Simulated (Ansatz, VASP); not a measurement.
# Two plane-wave programs on Li2H

```xyz
3
Lattice="-1.6945 1.6945 2.7791 1.6945 -1.6945 2.7791 1.6945 1.6945 -2.7791" Properties=species:S:1:pos:R:3 pbc="T T T"
Li    0.0000    0.0000    3.2960
Li    0.0000    0.0000    2.2622
H     0.0000    0.0000    0.0000
```

Alike in both runs: task single point; functional PBE; k mesh 8 × 8 × 8; occupations gaussian, width 0.1 eV; no spin polarisation.

```csv
,VASP,Ansatz
version,VASP 6.6.1,Ansatz 0.2.0
potentials or method,"VASP PAW PBE potentials, release 64 (Li_sv, H_h), cutoff 910 eV","scalar-relativistic, plane waves, PAW"
valence electrons in the cell,7,7
```

|  | VASP | Ansatz | Ansatz less VASP |
| --- | --- | --- | --- |
| gap on the k mesh at the Fermi level (eV) | none | none | - |
| pressure (GPa) | 21.7 | 8.4 | -13.22 |
| traceless stress, the component that is largest in VASP (GPa) | 70.38 | 40.31 | -30.063 |
| rms of the force components (eV/Å) | 9.331 | 5.326 | -4.0054 |

Atom by atom the forces differ by 4.005 eV/Å (rms over components). A gap of «none» marks a metal or a gap that the smearing closes. With one functional, cell and mesh, what is left measures potentials, basis and numerics.
